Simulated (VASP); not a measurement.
**Zn: single point with PBE**

Zn:

```xyz
3
Lattice="4.4130 0.0000 0.0000 -2.2065 3.8218 0.0000 0.0000 0.0000 2.8017" Properties=species:S:1:pos:R:3 pbc="T T T"
Zn    0.0000    0.0000    0.0000
Zn    0.0000    2.5479    1.4009
Zn    2.2065    1.2739    1.4009
```

```
Program                : VASP 6.6.1
Task                   : single point
Functional             : PBE
Potentials or basis    : VASP PAW PBE potentials, release 64 (Zn)
Cutoff                 : 520 eV
k mesh                 : 8 × 8 × 11
Occupations            : fermi-dirac, width 0.1 eV
Spin                   : no spin polarisation
Dipole correction      : no
Further INCAR settings : ALGO = Normal; EDIFF = 1e-07; NBANDS = 25
```

The pressure is -0.3 GPa. The band gap on the k mesh is zero (band 18 reaches 6.92 eV, above the bottom of band 19 at 2.12 eV).

Stress tensor (GPa, compression positive):
```
-0.23  0.00  0.00
 0.00 -0.23  0.00
 0.00  0.00 -0.32
```

Levels at points of the mesh, in eV from the Fermi level:
```csv
k point,band 15,band 16,band 17,band 18,band 19,band 20,band 21,band 22
"(0.00, 0.00, 0.00)",-6.97,-6.97,1.01,1.01,1.09,1.09,1.27,1.48
"(0.50, 0.00, 0.00)",-6.92,-6.70,-6.50,-2.40,-0.71,8.75,8.89,9.13
```

It took 49 s on 1 thread of AMD EPYC 9R45 96-Core Processor (Zen 5), on a shared host, peak memory 0.17 GiB.
